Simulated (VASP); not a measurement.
# SnO (P4/nmm) in VASP: notebook

SnO is run at these levels: LDA; tasks: single point.

All numbers are computed with VASP 6.6.1; they aren't measurements. Logs are shortened: lines on timing, memory, paths and dates and some standing lists are left out, and cuts for length are marked.

## Step 1: The cell of the first run

The structure is tetragonal, space group P4/nmm (No. 129). The conventional cell has a = 3.592 Å, b = 3.592 Å, c = 5.325 Å, α = 90.00°, β = 90.00°, γ = 90.00°. Within 2.9 Å of Sn (site symmetry 4mm) lie 4 O at 2.22 Å. Within 2.9 Å of O (site symmetry -4m2) lie 4 Sn at 2.22 Å and 4 O at 2.54 Å.

## Step 2: Single point, LDA (17.17 Å³/atom)

INCAR

```
SYSTEM = SnO
PREC = Accurate ; ENCUT = 520
EDIFF = 1E-7 ; ISMEAR = 0
SIGMA = 0.15 ; LREAL = .False.
LASPH = .True. ; NELM = 60
ALGO = Normal ; ISIF = 2
LWAVE = .False. ; LCHARG = .True.
LELF = .True. ; LVHAR = .True.
NBANDS = 28
```

KPOINTS

```
regular mesh
0
Gamma
  12 12 10
  0 0 0
```

POSCAR

```
SnO
1.0
    3.5918705658      0.0000000000      0.0000000000
    0.0000000000      3.5918705658      0.0000000000
    0.0000000000      0.0000000000      5.3249481138
Sn O
2 2
Direct
    0.0000000000      0.5000000000      0.2457459271
    0.5000000000      0.0000000000      0.7542540729
    0.0000000000      0.0000000000      0.0000000000
    0.5000000000      0.5000000000      0.0000000000
```

Potentials or basis: VASP PAW LDA potentials, release 64 (Sn_d, O).

Launch:

```sh
$ cat potpaw_LDA.64/Sn_d/POTCAR potpaw_LDA.64/O/POTCAR > POTCAR
$ mpirun -np 1 vasp_std > vasp.out
```

OUTCAR:

```text
SYSTEM = SnO
   PREC = Accurate
   ENCUT = 520
   EDIFF = 1E-7
   ISMEAR = 0
   LREAL = .False.
   LASPH = .True.
   NELM = 60
   ISIF = 2

 ion  position               nearest neighbor table
   1  0.000  0.500  0.246-   3 2.22   4 2.22   3 2.22   4 2.22   2 3.65   2 3.65   2 3.65   2 3.65
                             2 3.71   2 3.71   2 3.71   2 3.71
   2  0.500  0.000  0.754-   3 2.22   4 2.22   4 2.22   3 2.22   1 3.65   1 3.65   1 3.65   1 3.65
                             1 3.71   1 3.71   1 3.71   1 3.71
   3  0.000  0.000  0.000-   1 2.22   2 2.22   1 2.22   2 2.22
   4  0.500  0.500  0.000-   1 2.22   2 2.22   2 2.22   1 2.22

  LATTYP: Found a simple tetragonal cell.
 ALAT       =     3.5918705658
 C/A-ratio  =     1.4825000000

  Lattice vectors:

 A1 = (   3.5918705658,   0.0000000000,   0.0000000000)
 A2 = (   0.0000000000,   3.5918705658,   0.0000000000)
 A3 = (   0.0000000000,   0.0000000000,   5.3249481138)

Analysis of symmetry for initial positions (statically):
=====================================================================
 Subroutine PRICEL returns:
 Original cell was already a primitive cell.

 Routine SETGRP: Setting up the symmetry group for a
 simple tetragonal supercell.

 Subroutine GETGRP returns: Found 16 space group operations
 (whereof  8 operations were pure point group operations)
 out of a pool of 16 trial point group operations.

The static configuration has the point symmetry D_2d.
 The point group associated with its full space group is D_4h.

Analysis of symmetry for dynamics (positions and initial velocities):
=====================================================================
 Subroutine PRICEL returns:
 Original cell was already a primitive cell.

 Routine SETGRP: Setting up the symmetry group for a
 simple tetragonal supercell.

 Subroutine GETGRP returns: Found 16 space group operations
 (whereof  8 operations were pure point group operations)
 out of a pool of 16 trial point group operations.

The dynamic configuration has the point symmetry D_2d.
 The point group associated with its full space group is D_4h.

 Subroutine INISYM returns: Found 16 space group operations
 (whereof  8 operations are pure point group operations),
 and found     1 'primitive' translations

----------------------------------------------------------------------------------------

                                     Primitive cell

  volume of cell :      68.7000

  direct lattice vectors                    reciprocal lattice vectors
     3.591870566  0.000000000  0.000000000     0.278406469  0.000000000  0.000000000
     0.000000000  3.591870566  0.000000000     0.000000000  0.278406469  0.000000000
     0.000000000  0.000000000  5.324948114     0.000000000  0.000000000  0.187795257

  length of vectors
     3.591870566  3.591870566  5.324948114     0.278406469  0.278406469  0.187795257

  position of ions in fractional coordinates (direct lattice)
     0.000000000  0.500000000  0.245745927
     0.500000000  0.000000000  0.754254073
     0.000000000  0.000000000  0.000000000
     0.500000000  0.500000000  0.000000000

  ion indices of the primitive-cell ions
   primitive index   ion index
                 1           1
                 2           2
                 3           3
                 4           4

----------------------------------------------------------------------------------------

 KPOINTS: regular mesh

Automatic generation of k-mesh.
 Grid dimensions read from file:
 generate k-points for:   12   12   10

 Generating k-lattice:

  Cartesian coordinates                     Fractional coordinates (reciprocal lattice)
     0.023200539  0.000000000  0.000000000     0.083333333  0.000000000  0.000000000
     0.000000000  0.023200539  0.000000000     0.000000000  0.083333333  0.000000000
     0.000000000  0.000000000  0.018779526     0.000000000  0.000000000  0.100000000

  Length of vectors
     0.023200539  0.023200539  0.018779526

  Shift w.r.t. Gamma in fractional coordinates (k-lattice)
     0.000000000  0.000000000  0.000000000

 Subroutine IBZKPT returns following result:
 ===========================================

 Found    168 irreducible k-points:

 Following reciprocal coordinates:
            Coordinates               Weight
  0.000000  0.000000  0.000000      1.000000
  0.083333  0.000000  0.000000      4.000000
  0.166667  0.000000  0.000000      4.000000
  0.250000  0.000000  0.000000      4.000000
  0.333333  0.000000  0.000000      4.000000
  0.416667  0.000000  0.000000      4.000000
[... 16 lines left out ...]
  0.333333  0.333333  0.000000      4.000000
  0.416667  0.333333  0.000000      8.000000
 [... further k-points ...]
   k-points           NKPTS =    168   k-points in BZ     NKDIM =    168   number of bands    NBANDS=     28
   number of dos      NEDOS =    301   number of ions     NIONS =      4
   total plane-waves  NPLWV =  31360
   dimension x,y,z NGX =    28 NGY =   28 NGZ =   40
[... 62 lines left out ...]

 E-fermi :   7.1270     XC(G=0): -10.7697

 val. band max:        7.0795750011   @ k =   0.0000   0.0000   0.1000
 cond. band min:       7.1390006075   @ k =   0.4167   0.4167   0.0000
 fundamental gap:      0.0594256063
 Fermi energy:         7.1270334865

 k-point     1 :       0.0000    0.0000    0.0000
  band No.  band energies     occupation
      1     -14.7598      2.00000
      2     -14.4701      2.00000
      3     -14.3661      2.00000
      4     -14.3661      2.00000
      5     -14.3534      2.00000
      6     -14.3221      2.00000
[... 20 lines left out ...]
     27      13.9528      0.00000
     28      14.3492      0.00000

 k-point     2 :       0.0833    0.0000    0.0000
  band No.  band energies     occupation
      1     -14.7557      2.00000
      2     -14.4657      2.00000
      3     -14.3690      2.00000
      4     -14.3645      2.00000
      5     -14.3548      2.00000
      6     -14.3238      2.00000
[... 20 lines left out ...]
     27      14.1301      0.00000
     28      15.1639      0.00000

 k-point     3 :       0.1667    0.0000    0.0000
  band No.  band energies     occupation
      1     -14.7449      2.00000
      2     -14.4575      2.00000
      3     -14.3760      2.00000
      4     -14.3606      2.00000
      5     -14.3584      2.00000
      6     -14.3559      2.00000
[... 20 lines left out ...]
     27      14.2984      0.00000
     28      16.7621      0.00000

 k-point     4 :       0.2500    0.0000    0.0000
  band No.  band energies     occupation
      1     -14.7301      2.00000
      2     -14.4804      2.00000
      3     -14.4067      2.00000
      4     -14.3835      2.00000
      5     -14.3631      2.00000
      6     -14.3576      2.00000
[... 20 lines left out ...]
     27      14.5393      0.00000
     28      18.3432      0.00000

 k-point     5 :       0.3333    0.0000    0.0000
  band No.  band energies     occupation
      1     -14.7130      2.00000
      2     -14.5506      2.00000
      3     -14.4040      2.00000
      4     -14.3886      2.00000
      5     -14.3673      2.00000
      6     -14.3598      2.00000
[... 20 lines left out ...]
     27      14.8665      0.00000
     28      18.0592      0.00000

 k-point     6 :       0.4167    0.0000    0.0000
  band No.  band energies     occupation
      1     -14.6913      2.00000
      2     -14.6137      2.00000
      3     -14.3966      2.00000
      4     -14.3909      2.00000
      5     -14.3695      2.00000
      6     -14.3649      2.00000
[... 463 lines left out ...]
      5     -14.3729      2.00000
      6     -14.3712      2.00000
[... 20 lines left out ...]
     27      14.8721      0.00000
     28      15.4269      0.00000

 k-point    22 :       0.5000    0.2500    0.0000
  band No.  band energies     occupation
      1     -14.7031      2.00000
      2     -14.7031      2.00000
      3     -14.3886      2.00000
      4     -14.3886      2.00000
      5     -14.3685      2.00000
      6     -14.3685      2.00000
[... 20 lines left out ...]
     27      15.1975      0.00000
     28      15.1975      0.00000

 k-point    23 :       0.3333    0.3333    0.0000
  band No.  band energies     occupation
      1     -14.7309      2.00000
      2     -14.6732      2.00000
      3     -14.3914      2.00000
      4     -14.3874      2.00000
      5     -14.3680      2.00000
      6     -14.3640      2.00000
[... 20 lines left out ...]
     27      14.7002      0.00000
     28      15.5513      0.00000

 k-point    24 :       0.4167    0.3333    0.0000
  band No.  band energies     occupation
      1     -14.7349      2.00000
      2     -14.7077      2.00000
      3     -14.3967      2.00000
      4     -14.3946      2.00000
      5     -14.3551      2.00000
      6     -14.3514      2.00000
[... 20 lines left out ...]
     27      15.0928      0.00000
     28      15.6841      0.00000

 [... further k-points ...]

------------------------ aborting loop because EDIFF is reached ----------------------------------------

  FORCE on cell =-STRESS in cart. coord.  units (eV):
  Direction    XX          YY          ZZ          XY          YZ          ZX
  --------------------------------------------------------------------------------------
  -------------------------------------------------------------------------------------
  Total        1.9229632      1.9229632     -5.7562401      0.0000000      0.0000000      0.0000000
  in kB       44.8461151     44.8461151   -134.2433396      0.0000000      0.0000000      0.0000000
  external PRESSURE =     -14.8503698 kB  Pullay stress =       0.0000000 kB

 VOLUME and BASIS-vectors are now :
 -----------------------------------------------------------------------------
  energy-cutoff  :      520.00
  volume of cell :       68.70
      direct lattice vectors                 reciprocal lattice vectors
     3.591870566  0.000000000  0.000000000     0.278406469  0.000000000  0.000000000
     0.000000000  3.591870566  0.000000000     0.000000000  0.278406469  0.000000000
     0.000000000  0.000000000  5.324948114     0.000000000  0.000000000  0.187795257

 POSITION                                       TOTAL-FORCE (eV/Angst)
 -----------------------------------------------------------------------------------
      0.00000      1.79594      1.30858         0.000000     -0.000000     -1.876685
      1.79594      0.00000      4.01636        -0.000000     -0.000000      1.876685
      0.00000      0.00000      0.00000         0.000000     -0.000000      0.000000
      1.79594      1.79594      0.00000         0.000000      0.000000      0.000000
 -----------------------------------------------------------------------------------
    total drift:                                0.000000      0.000000     -0.000000

  FREE ENERGIE OF THE ION-ELECTRON SYSTEM (eV)
  ---------------------------------------------------
  free  energy   TOTEN  =       -25.3019019706 eV

  energy  without entropy=      -25.2986378560  energy(sigma->0) =      -25.30026991
```

It took 6.8 min on 1 thread of AMD EPYC 7R13, shared host; peak memory 0.32 GiB.

Results:

```yaml
Free_energy: -25.3019 eV
Pressure: -1.5 GPa
Largest_force: 1.877 eV/Å
Band_gap_on_the_k_mesh: zero (bands 20 and 21 overlap by 0.54 eV)
```

Forces on the atoms (eV/Å):
```
Sn   0.000  0.000 -1.877
Sn   0.000  0.000  1.877
O    0.000  0.000  0.000
O    0.000  0.000  0.000
```

Caveat: the stress differs along the axes, from -13 to 4 GPa; semilocal functionals underestimate gaps, and a narrow one can read as zero; spin-orbit coupling is left out, which moves the levels of the heavy elements; forces of over 1 eV/Å act on the atoms, so gaps and moduli don't describe the material at rest.

## Step 3: Single point, LDA (17.18 Å³/atom)

INCAR

```
SYSTEM = SnO
PREC = Accurate
ENCUT = 520
EDIFF = 1E-6
ISMEAR = 0
SIGMA = 0.15
LREAL = .FALSE.
LASPH = .TRUE.
NELM = 80
ALGO = Normal
ISIF = 2
LWAVE = .FALSE.
LCHARG = .TRUE.
GGA = CA
LELF = .TRUE.
LVHAR = .TRUE.
NBANDS = 28
```

KPOINTS

```
regular mesh
0
G
  12 12 10
  0 0 0
```

POSCAR

```
SnO
1.0
    3.7401266773      0.0000000000      0.0000000000
    0.0000000000      3.7401266773      0.0000000000
    0.0000000000      0.0000000000      4.9111603399
Sn O
2 2
Direct
    0.0000000000      0.5000000000      0.2457459271
    0.5000000000      0.0000000000      0.7542540729
    0.0000000000      0.0000000000      0.0000000000
    0.5000000000      0.5000000000      0.0000000000
```

Potentials or basis: VASP PAW LDA potentials, release 64 (Sn_d, O).

Launch:

```sh
$ cat potpaw_LDA.64/Sn_d/POTCAR potpaw_LDA.64/O/POTCAR > POTCAR
$ mpirun -np 1 vasp_std > vasp.out
```

Run time: 7.3 min. Hardware: 1 thread of AMD EPYC 7R13, shared host; peak memory 0.31 GiB.

It converged, with:

| Quantity | Value |
| --- | --- |
| Free energy | -25.6785 eV |
| Pressure | -2.8 GPa |
| Largest force | 0.757 eV/Å |
| Band gap on the k mesh | zero (bands 20 and 21 overlap by 0.36 eV) |

Forces on the atoms (eV/Å):
```
Sn   0.000  0.000 -0.757
Sn   0.000  0.000  0.757
O    0.000  0.000  0.000
O    0.000  0.000  0.000
```

Stress tensor (GPa, compression positive):
```
-1.31  0.00  0.00
 0.00 -1.31  0.00
 0.00  0.00 -5.73
```

Levels at points of the mesh, in eV from the Fermi level:
```tsv
k point	band 16	band 17	band 18	band 19	band 20	band 21	band 22	band 23	band 24	band 25
(0.00, 0.00, 0.00)	-6.30	-3.59	-3.02	-3.02	0.07	2.23	4.26	4.44	4.44	5.45
(0.50, 0.00, 0.00)	-5.21	-4.80	-4.80	-3.04	-3.04	2.94	2.94	5.76	5.76	6.11
(0.50, 0.50, 0.00)	-5.37	-2.37	-2.37	-2.17	-2.17	-0.30	-0.30	4.03	4.03	6.85
(0.00, 0.00, 0.50)	-3.64	-3.25	-3.04	-3.04	-2.67	1.86	2.71	2.71	3.82	7.62
(0.50, 0.00, 0.50)	-5.57	-4.77	-4.77	-1.99	-1.99	2.33	2.33	5.29	5.29	6.66
(0.50, 0.50, 0.50)	-5.85	-2.94	-2.94	-2.37	-2.37	1.98	1.98	3.76	3.76	5.57
```

Caveat: semilocal functionals underestimate gaps, and a narrow one can read as zero; spin-orbit coupling is left out, which moves the levels of the heavy elements.

## Step 4: Single point, LDA (17.17 Å³/atom)

INCAR

```
PREC     = Accurate       # precision mode
ENCUT    = 520            # plane-wave cutoff, eV
EDIFF    = 1E-6           # SCF threshold, eV
ISMEAR   = 0              # smearing method
SIGMA    = 0.15           # smearing width, eV
LREAL    = F              # projectors in reciprocal space
LASPH    = T              # aspherical terms in the spheres
NELM     = 100            # most SCF steps
ALGO     = Normal         # electronic algorithm
ISIF     = 2              # what is computed and relaxed
LWAVE    = F              # write WAVECAR
LCHARG   = F              # write CHGCAR
NBANDS   = 28             # bands
```

KPOINTS

```
regular mesh
0
Gamma
  12 12 10
```

POSCAR

```
SnO
1.0
    3.6651890545      0.0000000000      0.0000000000
    0.0000000000      3.6651890545      0.0000000000
    0.0000000000      0.0000000000      5.1140382877
Sn O
2 2
Direct
    0.0000000000      0.5000000000      0.2457459271
    0.5000000000      0.0000000000      0.7542540729
    0.0000000000      0.0000000000      0.0000000000
    0.5000000000      0.5000000000      0.0000000000
```

Launch:

```sh
$ cat potpaw_LDA.64/Sn_d/POTCAR potpaw_LDA.64/O/POTCAR > POTCAR
$ mpirun -np 1 vasp_std > vasp.out
```

Wall time 7.6 min (1 thread of AMD EPYC 7R13, shared host); peak memory 0.32 GiB.

It converged, with:

| Quantity | Value |
| --- | --- |
| Free energy | -25.5486 eV |
| Pressure | -2.1 GPa |
| Largest force | 1.243 eV/Å |
| Band gap on the k mesh | zero (bands 20 and 21 overlap by 0.54 eV) |

Forces in eV/Å, atoms in the order of the input:
```
Sn   0.000  0.000 -1.243
Sn   0.000  0.000  1.243
O    0.000  0.000  0.000
O    0.000  0.000  0.000
```

Stress tensor (GPa, compression positive):
```
 1.44  0.00  0.00
 0.00  1.44  0.00
 0.00  0.00 -9.26
```

Levels at points of the mesh, in eV from the Fermi level:
```csv
k point,band 18,band 19,band 20,band 21,band 22,band 23
"(0.00, 0.00, 0.00)",-2.72,-2.72,0.19,2.47,4.17,4.59
"(0.50, 0.00, 0.00)",-4.60,-3.16,-3.16,2.72,2.72,5.94
"(0.50, 0.50, 0.00)",-2.26,-2.07,-2.07,-0.35,-0.35,3.79
"(0.00, 0.00, 0.50)",-3.05,-2.75,-2.75,2.36,2.91,2.91
"(0.50, 0.00, 0.50)",-4.58,-2.12,-2.12,2.01,2.01,5.55
"(0.50, 0.50, 0.50)",-2.89,-2.07,-2.07,1.83,1.83,3.38
```

Caveat: the stress differs along the axes, from -9 to 1 GPa; semilocal functionals underestimate gaps, and a narrow one can read as zero; spin-orbit coupling is left out, which moves the levels of the heavy elements; forces of over 1 eV/Å act on the atoms, so gaps and moduli don't describe the material at rest.

## Step 5: Single point, LDA (17.17 Å³/atom)

INCAR

```
PREC = Accurate
ENCUT = 520
EDIFF = 1E-6
ISMEAR = 0
SIGMA = 0.15
LREAL = F
LASPH = T
NELM = 100
ALGO = Normal
ISIF = 2
LWAVE = F
LCHARG = F
NBANDS = 28
```

KPOINTS is that of step 4.

POSCAR

```
SnO
1.0
    3.8164791383      0.0000000000      0.0000000000
    0.0000000000      3.8164791383      0.0000000000
    0.0000000000      0.0000000000      4.7166206873
Sn O
2 2
Direct
    0.0000000000      0.5000000000      0.2457459271
    0.5000000000      0.0000000000      0.7542540729
    0.0000000000      0.0000000000      0.0000000000
    0.5000000000      0.5000000000      0.0000000000
```

Launch:

```sh
$ cat potpaw_LDA.64/Sn_d/POTCAR potpaw_LDA.64/O/POTCAR > POTCAR
$ mpirun -np 1 vasp_std > vasp.out
```

It took 8 min on 1 thread of AMD EPYC 7R13, shared host; peak memory 0.32 GiB.

It converged, with:

- Free energy: -25.7079 eV
- Pressure: -3.5 GPa
- Largest force: 0.410 eV/Å
- Band gap on the k mesh: zero (bands 20 and 21 overlap by 0.07 eV)

Forces on the atoms (eV/Å):
```
Sn   0.000  0.000 -0.410
Sn   0.000  0.000  0.410
O    0.000  0.000  0.000
O    0.000  0.000  0.000
```

Stress tensor (GPa, compression positive):
```
-3.80  0.00  0.00
 0.00 -3.80  0.00
 0.00  0.00 -2.94
```

Levels at points of the mesh, in eV from the Fermi level:
| k point | band 17 | band 18 | band 19 | band 20 | band 21 | band 22 | band 23 | band 24 |
| --- | --- | --- | --- | --- | --- | --- | --- | --- |
| (0.00, 0.00, 0.00) | -3.46 | -3.16 | -3.16 | -0.11 | 2.11 | 4.42 | 4.42 | 4.55 |
| (0.50, 0.00, 0.00) | -4.85 | -4.85 | -2.80 | -2.80 | 3.20 | 3.20 | 5.69 | 5.69 |
| (0.50, 0.50, 0.00) | -2.49 | -2.49 | -1.95 | -1.95 | -0.16 | -0.16 | 4.38 | 4.38 |
| (0.00, 0.00, 0.50) | -3.18 | -3.18 | -3.00 | -2.18 | 1.49 | 2.63 | 2.63 | 3.46 |
| (0.50, 0.00, 0.50) | -4.80 | -4.80 | -1.76 | -1.76 | 2.63 | 2.63 | 5.13 | 5.13 |
| (0.50, 0.50, 0.50) | -2.89 | -2.89 | -2.49 | -2.49 | 2.24 | 2.24 | 4.17 | 4.17 |

Caveat: the cell stands under tension; semilocal functionals underestimate gaps, and a narrow one can read as zero; spin-orbit coupling is left out, which moves the levels of the heavy elements.

## Step 6: Summary

```csv
cell,gap on the mesh (eV),pressure (GPa),largest force (eV/Å)
"a = 3.592, b = 3.592, c = 5.325 Å, 4 atoms",none,-1.5,1.88
"a = 3.740, b = 3.740, c = 4.911 Å, 4 atoms",none,-2.8,0.76
"a = 3.665, b = 3.665, c = 5.114 Å, 4 atoms",none,-2.1,1.24
"a = 3.816, b = 3.816, c = 4.717 Å, 4 atoms",none,-3.5,0.41
```

Alike in all rows: task single point; level LDA; potentials or basis VASP PAW LDA potentials, release 64 (Sn_d, O); no spin polarisation; k mesh 12 × 12 × 10; cutoff (eV) 520; smearing gaussian 0.15 eV.

Caveats: semilocal functionals underestimate gaps, and a narrow one can read as zero; spin-orbit coupling is left out, which moves the levels of the heavy elements; forces of over 1 eV/Å act on the atoms, so gaps and moduli don't describe the material at rest (at least some runs); the stress differs along the axes, from -13 to 4 GPa (at least some runs); the stress differs along the axes, from -9 to 1 GPa (at least some runs); the cell stands under tension (at least some runs).

Total energies depend on the potentials used, so only differences within one code and one set of settings carry meaning.

The gap in the log of VASP goes by the Fermi energy; the results here count the filled bands.